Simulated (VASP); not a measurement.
## Ni: single point with PBE

Ni:

```xyz
1
Lattice="0.0000 1.7381 1.7381 1.7381 0.0000 1.7381 1.7381 1.7381 0.0000" Properties=species:S:1:pos:R:3 pbc="T T T"
Ni    0.0000    0.0000    0.0000
```

| Item | Value |
| --- | --- |
| Program | VASP 6.6.1 |
| Task | single point |
| Functional | PBE |
| Potentials or basis | VASP PAW PBE potentials, release 64 (Ni) |
| Cutoff | 520 eV |
| k mesh | 14 × 14 × 14 |
| Occupations | methfessel-paxton, width 0.3 eV |
| Spin | collinear spin, ferromagnetic start |
| Starting moments | [1.5] μB |

| Property | Result |
| --- | --- |
| Pressure | 7.6 GPa |
| Net moment | 0.59 μB per cell |
| Site moments | Ni +0.60 μB |
| Valence electrons inside the program's atomic spheres | Ni 9.38 |

Levels at points of the mesh, in eV from the Fermi level:
Spin up:
```csv
k point,band 3,band 4,band 5,band 6,band 7,band 8
"(0.00, 0.00, 0.00)",-2.49,-2.49,-1.26,-1.26,24.04,28.18
"(0.50, 0.00, 0.00)",-2.48,-0.56,-0.56,-0.34,5.95,22.51
"(0.50, 0.50, 0.00)",-0.51,-0.42,-0.42,2.49,9.56,15.18
```
Spin down:
| k point | band 3 | band 4 | band 5 | band 6 | band 7 | band 8 |
| --- | --- | --- | --- | --- | --- | --- |
| (0.00, 0.00, 0.00) | -1.77 | -1.77 | -0.70 | -0.70 | 23.88 | 28.15 |
| (0.50, 0.00, 0.00) | -1.89 | -0.40 | 0.16 | 0.16 | 6.35 | 22.37 |
| (0.50, 0.50, 0.00) | 0.07 | 0.41 | 0.41 | 2.44 | 9.79 | 15.18 |

It took 14 s on 1 thread of Intel(R) Xeon(R) 6975P-C (Granite Rapids) (shared host), peak memory 0.14 GiB.
